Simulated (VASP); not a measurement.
# Mn (P6/mmm) in VASP: relaxation of cell and atoms with PBE

Aim: the relaxation of cell and atoms of Mn with PBE.

Everything below comes from runs of VASP 6.6.1. Logs are shortened: lines on timing, memory, paths and dates and some standing lists are left out, and cuts for length are marked.

## Step 1: The cell of the first run

The structure is hexagonal, space group P6/mmm (No. 191). The conventional cell has a = 3.899 Å, b = 3.899 Å, c = 2.454 Å, α = 90.00°, β = 90.00°, γ = 120.00°. Within 3.2 Å of Mn (site symmetry 6/mmm) lie 14 Mn at 2.45 to 2.56 Å. Within 3.0 Å of Mn (site symmetry -6m2) lie 11 Mn at 2.25 to 2.56 Å.

This isn't the form of Mn at room conditions, which is a 58-atom cubic cell.

## Step 2: Relaxation of cell and atoms, PBE

Contents of INCAR:

```
PREC     = Accurate       # precision mode
ENCUT    = 500            # plane-wave cutoff, eV
EDIFF    = 1E-7           # SCF threshold, eV
ISMEAR   = 0              # smearing method
SIGMA    = 0.1            # smearing width, eV
LREAL    = False          # projectors in reciprocal space
LASPH    = True           # aspherical terms in the spheres
NELM     = 120            # most SCF steps
ALGO     = Normal         # electronic algorithm
ISIF     = 3              # what is computed and relaxed
LWAVE    = False          # write WAVECAR
LCHARG   = False          # write CHGCAR
GGA      = PE             # functional
IBRION   = 2              # ionic algorithm
NSW      = 100            # ionic steps
EDIFFG   = -0.01          # ionic threshold
GGA_COMPAT= False        
NELMIN   = 4
```

Contents of KPOINTS:

```
Automatic mesh
0
Gamma
  15 15 18
```

Contents of POSCAR:

```
Mn
1.0
    3.8990595745      0.0000000000      0.0000000000
   -1.9495297872      3.3766846424      0.0000000000
    0.0000000000      0.0000000000      2.4536151046
Mn
3
Direct
    0.0000000000      0.0000000000      0.0000000000
    0.3333333333      0.6666666667      0.5000000000
    0.6666666667      0.3333333333      0.5000000000
```

Potentials or basis: VASP PAW PBE potentials, release 64 (Mn_pv).

Started as:

```bash
cat potpaw_PBE.64/Mn_pv/POTCAR > POTCAR
mpirun -np 1 vasp_std > vasp.out
```

OUTCAR:

```text
PREC = Accurate
   ENCUT = 500
   EDIFF = 1E-7
   ISMEAR = 0
   LREAL = False
   LASPH = True
   NELM = 120
   ISIF = 3
   GGA = PE
   IBRION = 2
   NSW = 100
   EDIFFG = -0.01
   NELMIN = 4

 ion  position               nearest neighbor table
   1  0.000  0.000  0.000-   2 2.56   3 2.56   2 2.56   3 2.56   2 2.56   2 2.56   3 2.56   3 2.56
                             3 2.56   3 2.56   2 2.56   2 2.56
   2  0.333  0.667  0.500-   3 2.25   3 2.25   3 2.25   1 2.56   1 2.56   1 2.56   1 2.56   1 2.56
                             1 2.56
   3  0.667  0.333  0.500-   2 2.25   2 2.25   2 2.25   1 2.56   1 2.56   1 2.56   1 2.56   1 2.56
                             1 2.56

  LATTYP: Found a hexagonal cell.
 ALAT       =     3.8990595745
 C/A-ratio  =     0.6292838203

  Lattice vectors:

 A1 = (   3.8990595745,   0.0000000000,   0.0000000000)
 A2 = (  -1.9495297872,   3.3766846424,   0.0000000000)
 A3 = (   0.0000000000,   0.0000000000,   2.4536151046)

Analysis of symmetry for initial positions (statically):
=====================================================================
 Subroutine PRICEL returns:
 Original cell was already a primitive cell.

 Routine SETGRP: Setting up the symmetry group for a
 hexagonal supercell.

 Subroutine GETGRP returns: Found 24 space group operations
 (whereof 24 operations were pure point group operations)
 out of a pool of 24 trial point group operations.

The static configuration has the point symmetry D_6h.

Analysis of symmetry for dynamics (positions and initial velocities):
=====================================================================
 Subroutine PRICEL returns:
 Original cell was already a primitive cell.

 Routine SETGRP: Setting up the symmetry group for a
 hexagonal supercell.

 Subroutine GETGRP returns: Found 24 space group operations
 (whereof 24 operations were pure point group operations)
 out of a pool of 24 trial point group operations.

The dynamic configuration has the point symmetry D_6h.

 Subroutine INISYM returns: Found 24 space group operations
 (whereof 24 operations are pure point group operations),
 and found     1 'primitive' translations

----------------------------------------------------------------------------------------

                                     Primitive cell

  volume of cell :      32.3040

  direct lattice vectors                    reciprocal lattice vectors
     3.899059574  0.000000000  0.000000000     0.256472101  0.148074236  0.000000000
    -1.949529787  3.376684642  0.000000000     0.000000000  0.296148473  0.000000000
     0.000000000  0.000000000  2.453615105     0.000000000  0.000000000  0.407561886

  length of vectors
     3.899059574  3.899059574  2.453615105     0.296148473  0.296148473  0.407561886

  position of ions in fractional coordinates (direct lattice)
     0.000000000  0.000000000  0.000000000
     0.333333333  0.666666667  0.500000000
     0.666666667  0.333333333  0.500000000

  ion indices of the primitive-cell ions
   primitive index   ion index
                 1           1
                 2           2
                 3           3

----------------------------------------------------------------------------------------

 KPOINTS: Automatic mesh

Automatic generation of k-mesh.
 Grid dimensions read from file:
 generate k-points for:   15   15   18

 Generating k-lattice:

  Cartesian coordinates                     Fractional coordinates (reciprocal lattice)
     0.017098140  0.009871616  0.000000000     0.066666667 -0.000000000  0.000000000
     0.000000000  0.019743232  0.000000000     0.000000000  0.066666667  0.000000000
     0.000000000  0.000000000  0.022642327     0.000000000  0.000000000  0.055555556

  Length of vectors
     0.019743232  0.019743232  0.022642327

  Shift w.r.t. Gamma in fractional coordinates (k-lattice)
     0.000000000  0.000000000  0.000000000

 Subroutine IBZKPT returns following result:
 ===========================================

 Found    270 irreducible k-points:

 Following reciprocal coordinates:
            Coordinates               Weight
  0.000000  0.000000  0.000000      1.000000
  0.066667  0.000000  0.000000      6.000000
  0.133333  0.000000  0.000000      6.000000
  0.200000  0.000000  0.000000      6.000000
  0.266667  0.000000  0.000000      6.000000
  0.333333  0.000000  0.000000      6.000000
[... 16 lines left out ...]
  0.333333  0.200000  0.000000     12.000000
  0.400000  0.200000  0.000000      6.000000
 [... further k-points ...]
   k-points           NKPTS =    270   k-points in BZ     NKDIM =    270   number of bands    NBANDS=     23
   number of dos      NEDOS =    301   number of ions     NIONS =      3
   total plane-waves  NPLWV =  14112
   dimension x,y,z NGX =    28 NGY =   28 NGZ =   18
   dimension x,y,z NGXF=    56 NGYF=   56 NGZF=   36
   ions per type =               3
   NGX,Y,Z   is equivalent  to a cutoff of  11.94, 11.94, 12.20 a.u.
   NGXF,Y,Z  is equivalent  to a cutoff of  23.88, 23.88, 24.39 a.u.
 SYSTEM =  unknown system
   PREC   = accura    normal or accurate (medium, high low for compatibility)
   ISTART =      0    job   : 0-new  1-cont  2-samecut
   ICHARG =      2    charge: 1-file 2-atom 10-const
   ISPIN  =      1    spin polarized calculation?
   LNONCOLLINEAR =      F non collinear calculations
   LSORBIT =      F    spin-orbit coupling
   LASPH  =      T    aspherical Exc in radial PAW
   ENCUT  =  500.0 eV  36.75 Ry    6.06 a.u.   7.11  7.11  4.47*2*pi/ulx,y,z
   NELM   =    120;   NELMIN=  4; NELMDL= -5     # of ELM steps
   EDIFF  = 0.1E-06   stopping-criterion for ELM
   LREAL  =      F    real-space projection
   EDIFFG = -.1E-01   stopping-criterion for IOM
   NSW    =    100    number of steps for IOM
   IBRION =      2    ionic relax: 0-MD 1-quasi-New 2-CG
   NFREE  =      1    steps in history (QN), initial steepest desc. (CG)
   ISIF   =      3    stress and relaxation
   ISYM   =      2    0-nonsym 1-usesym 2-fastsym
   POTIM  = 0.5000    time-step for ionic-motion
   TEBEG  =    0.0;   TEEND  =   0.0 temperature during run
   PSTRESS=    0.0 pullay stress
   NELECT =      39.0000    total number of electrons
   NUPDOWN=      -1.0000    fix difference up-down
   EMIN   =  10.00;   EMAX   =-10.00  energy-range for DOS
   EFERMI =   0.00;   METHOD = LEGACY
   ISMEAR =     0;   SIGMA  =   0.10  broadening in eV -4-tet -1-fermi 0-gaus
   EFERMI_NEDOS =   21; number of points for ismear=-14 and -15
   IALGO  =     38    algorithm
   IMIX   =      4    mixing-type and parameters
     AMIX     =   0.40;   BMIX     =  1.00
     AMIX_MAG =   1.60;   BMIX_MAG =  1.00
  volume/ion in A,a.u.               =      10.77        72.67
  Fermi-wavevector in a.u.,A,eV,Ry     =   1.743187  3.294147 41.344058  3.038703
  Thomas-Fermi vector in A             =   2.815308
   LORBIT       =      0    0 simple, 1 ext, 2 COOP (PROOUT), +10 PAW based schemes
   GGA     = PE    functional components
   LHFCALC =     F    Hartree Fock is set to
   AEXX    =    0.0000 exact exchange contribution
   IVDW    =     0    specifies the selected vdW correction
   LEPSILON=     F    determine dielectric tensor
   LRPA    =     F    only Hartree local field effects (RPA)
 conjugate gradient relaxation of ions
 non-spin polarized calculation
 Gauss-broadening in eV      SIGMA  =   0.10
  energy-cutoff  :      500.00
  volume of cell :       32.30
 maximum number of plane-waves:       840
   NGX = 15   NGY = 15   NGZ =  9

--------------------------------------- Ionic step        1  -------------------------------------------

 number of electron      39.0000012 magnetization

 Free energy of the ion-electron system (eV)
  ---------------------------------------------------
  ext. energy  EPLUGINS =         0.00000000
  ---------------------------------------------------
  free energy    TOTEN  =       -26.70980640 eV

  energy without entropy =      -26.69217178  energy(sigma->0) =      -26.70098909

------------------------ aborting loop because EDIFF is reached ----------------------------------------

  FORCE on cell =-STRESS in cart. coord.  units (eV):
  Direction    XX          YY          ZZ          XY          YZ          ZX
  --------------------------------------------------------------------------------------
  -------------------------------------------------------------------------------------
  Total        0.0488460      0.0488460     -0.0040979      0.0000000      0.0000000      0.0000000
  in kB        2.4226043      2.4226043     -0.2032403      0.0000000      0.0000000      0.0000000
  external PRESSURE =       1.5473228 kB  Pullay stress =       0.0000000 kB
[... 59 lines left out ...]
  energy  without entropy=      -26.6920474847  energy(sigma->0) =      -26.70091783

--------------------------------------- Ionic step        3  -------------------------------------------

 number of electron      39.0000012 magnetization

 Free energy of the ion-electron system (eV)
  ---------------------------------------------------
  ext. energy  EPLUGINS =         0.00000000
  ---------------------------------------------------
  free energy    TOTEN  =       -26.70981972 eV

  energy without entropy =      -26.69214446  energy(sigma->0) =      -26.70098209

 E-fermi :  10.3717     XC(G=0): -13.9895

 val. band max:       10.3694052749   @ k =   0.4667   0.0000   0.1111
 cond. band min:      10.3720878143   @ k =   0.4000   0.0667   0.1111
 fundamental gap:      0.0026825394
 Fermi energy:        10.3717238633

 k-point     1 :       0.0000    0.0000    0.0000
  band No.  band energies     occupation
      1     -37.8518      2.00000
      2     -37.8518      2.00000
      3     -37.5119      2.00000
      4     -37.5119      2.00000
      5     -37.4039      2.00000
      6     -37.2194      2.00000
[... 613 lines left out ...]
     22      11.5197      0.00000
     23      11.8407      0.00000

 [... further k-points ...]

------------------------ aborting loop because EDIFF is reached ----------------------------------------

  FORCE on cell =-STRESS in cart. coord.  units (eV):
  Direction    XX          YY          ZZ          XY          YZ          ZX
  --------------------------------------------------------------------------------------
  -------------------------------------------------------------------------------------
  Total        0.0025927      0.0025927     -0.0253841      0.0000000     -0.0000000      0.0000000
  in kB        0.1285167      0.1285167     -1.2582549      0.0000000     -0.0000000      0.0000000
  external PRESSURE =      -0.3337405 kB  Pullay stress =       0.0000000 kB
[... 18 lines left out ...]
  FREE ENERGIE OF THE ION-ELECTRON SYSTEM (eV)
  ---------------------------------------------------
  free  energy   TOTEN  =       -26.7098197171 eV

  energy  without entropy=      -26.6921444610  energy(sigma->0) =      -26.70098209

 reached required accuracy - stopping structural energy minimisation
```

Run time: 7.7 min. Hardware: 1 thread of Oxide Virtual Turin-like, shared host; peak memory 0.22 GiB.

What came out:

| Property | Result |
| --- | --- |
| Free energy | -26.7098 eV |
| Relaxed volume | 10.77 Å³/atom |
| Relaxed cell | a = 3.900 Å, b = 3.900 Å, c = 2.454 Å, α = 90.00°, β = 90.00°, γ = 120.00° |
| Space group after relaxing (to 0.1 Å) | P6/mmm (No. 191) |
| Energy gained by relaxing | 0.0 meV/atom |
| Ionic steps | 3 |
| Pressure after relaxing | 0.0 GPa |
| Band gap on the k mesh | zero (an odd number of electrons rules out a gap without spin polarisation) |

Stress tensor (GPa, compression positive):
```
 0.01  0.00  0.00
 0.00  0.01  0.00
 0.00  0.00 -0.13
```

Final structure:
```yaml
crystal:
  lattice:
    - [3.90022, 0.00000, 0.00000]
    - [-1.95011, 3.37769, 0.00000]
    - [0.00000, 0.00000, 2.45355]
  atoms:
    - { symbol: Mn, position: [0.00000, 0.00000, 0.00000] }
    - { symbol: Mn, position: [0.33333, 0.66667, 0.50000] }
    - { symbol: Mn, position: [0.66667, 0.33333, 0.50000] }
```

Levels at points of the mesh, in eV from the Fermi level:
```csv
k point,band 15,band 16,band 17,band 18,band 19,band 20,band 21,band 22,band 23
"(0.00, 0.00, 0.00)",-2.16,-1.66,-1.07,-0.51,-0.51,-0.08,-0.08,0.03,0.03
"(0.00, 0.00, 0.50)",-2.88,-0.69,-0.69,-0.59,-0.59,1.41,1.41,1.80,1.80
```

Caveat: the highest band is partly filled, so the run has too few bands; the run has no spin polarisation, though such a crystal can be magnetic.
